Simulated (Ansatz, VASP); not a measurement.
InAs: VASP beside Ansatz

The input POSCAR:

```
InAs
1.0
    0.0000000000      3.0180000000      3.0180000000
    3.0180000000      0.0000000000      3.0180000000
    3.0180000000      3.0180000000      0.0000000000
In As
1 1
Direct
    0.0000000000      0.0000000000      0.0000000000
    0.7500000000      0.7500000000      0.7500000000
```

File INCAR.step1:

```
SYSTEM = InAs
PREC     = Accurate       ! precision mode
ENCUT    = 520            ! plane-wave cutoff, eV
EDIFF    = 1E-5           ! SCF threshold, eV
ISMEAR   = 1              ! smearing method
SIGMA    = 0.1            ! smearing width, eV
LREAL    = .False.        ! projectors in reciprocal space
LASPH    = .True.         ! aspherical terms in the spheres
NELM     = 60             ! most SCF steps
ALGO     = Normal         ! electronic algorithm
ISIF     = 2              ! what is computed and relaxed
LWAVE    = .True.         ! write WAVECAR
LCHARG   = .False.        ! write CHGCAR
NBANDS   = 16             ! bands
GGA      = PE             ! functional
```

Contents of INCAR.step2:

```
SYSTEM = InAs
PREC     = Accurate       ! precision mode
ENCUT    = 520            ! plane-wave cutoff, eV
EDIFF    = 1E-6           ! SCF threshold, eV
ISMEAR   = 1              ! smearing method
SIGMA    = 0.1            ! smearing width, eV
LREAL    = .False.        ! projectors in reciprocal space
LASPH    = .True.         ! aspherical terms in the spheres
NELM     = 60             ! most SCF steps
ALGO     = Normal         ! electronic algorithm
ISIF     = 2              ! what is computed and relaxed
LWAVE    = .False.        ! write WAVECAR
LCHARG   = .False.        ! write CHGCAR
GGA      = PE             ! functional
LHFCALC  = .True.         ! exact exchange
AEXX     = 0.25           ! exact-exchange fraction
HFSCREEN = 0.3            ! screening, 1/A
PRECFOCK = Normal       
NBANDS   = 16             ! bands
ISTART   = 1
```

The input KPOINTS:

```
Automatic mesh
0
Gamma
  4 4 4
  0 0 0
```

File input.yaml:

```yaml
crystal:
  lattice:
    - [0.0, 3.018, 3.018]
    - [3.018, 0.0, 3.018]
    - [3.018, 3.018, 0.0]
  atoms:
    - { symbol: In, position: [0.0, 0.0, 0.0] }
    - { symbol: As, position: [0.75, 0.75, 0.75] }
hamiltonian:
  xc: { exchange: pbe, correlation: pbe, exx: { coeff: 0.25, omega: 0.3 } }
  pseudopotentials: { kind: paw }
kpoints:
  mp_grid: { grid: [4, 4, 4] }
  band_path:
    path:
      - [[0.0, 0.0, 0.0], [0.5, 0.0, 0.5], [0.5, 0.25, 0.75], [0.375, 0.375, 0.75], [0.0, 0.0, 0.0], [0.5, 0.5, 0.5], [0.625, 0.25, 0.625], [0.5, 0.25, 0.75], [0.5, 0.5, 0.5], [0.375, 0.375, 0.75]]
      - [[0.625, 0.25, 0.625], [0.5, 0.0, 0.5]]
    npoints: 4
scf:
  occupations: { method: methfessel_paxton, width: 0.1 }
  n_extra_bands: 6
output:
  forces: true
  stress: true
  eigenvalues: true
  fatbands: false
```

Alike in both runs: functional PBE-based screened hybrid; k mesh 4 × 4 × 4; occupations methfessel-paxton of order 1, width 0.1 eV; no spin polarisation.

```csv
,VASP,Ansatz
version,VASP 6.6.1,Ansatz 0.2.0
potentials or method,"VASP PAW PBE potentials, release 64 (In_d, As)",Ansatz PAW
plane-wave cutoff (eV),520,420
valence electrons in the cell,18,28
task,single point,band structure
```

Ansatz gave:

- gap on the k mesh at the Fermi level (eV): 0.46
- least direct gap on the mesh (eV): 0.46
- pressure (GPa): 2.7

Problem. What did VASP give for the same quantities?

Solution. gap on the k mesh at the Fermi level (eV): 0.45; least direct gap on the mesh (eV): 0.45; pressure (GPa): 2.5.

VASP's potentials were made for PBE, not for PBE-based screened hybrid. With one functional, cell and mesh, what is left measures potentials, basis and numerics. VASP's potentials hold 18 valence electrons a cell and Ansatz's 28, so a difference there can come from the potentials and not from the codes.

The k mesh is coarse, so the values compare programs but aren't converged.
